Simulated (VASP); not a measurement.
The system is TiO2.

```
Ti O
1.0
     4.59685    0.00000    0.00000
     0.00000    4.59685    0.00000
     0.00000    0.00000    2.95349
Ti O
2 4
Direct
  0.00000 0.00000 0.00000
  0.50000 0.50000 0.50000
  0.30464 0.30464 0.00000
  0.19536 0.80464 0.50000
  0.80464 0.19536 0.50000
  0.69536 0.69536 0.00000
```

Base run:

- Program: VASP 6.6.1
- Functional: PBE
- Potentials or basis: VASP PAW PBE potentials, release 64 (Ti_sv, O)
- Cutoff: 520 eV
- k mesh: 4 × 4 × 6
- Occupations: gaussian, width 0.01 eV
- Spin: no spin polarisation

Its results: band gap on the k mesh 1.86 eV; pressure 5.9 GPa; largest force 0.082 eV/Å.

Question: The run is repeated on the same cell with these changes: functional from PBE to r2SCAN. What comes out?

Answer: Band gap on the k mesh 2.23 eV; pressure 1.3 GPa; largest force 0.038 eV/Å.

Caveats: the cell stands under pressure (at least some runs); the PAW data sets were made with another functional, which shifts forces and pressure a little (at least some runs).

A k mesh can miss the band edges.
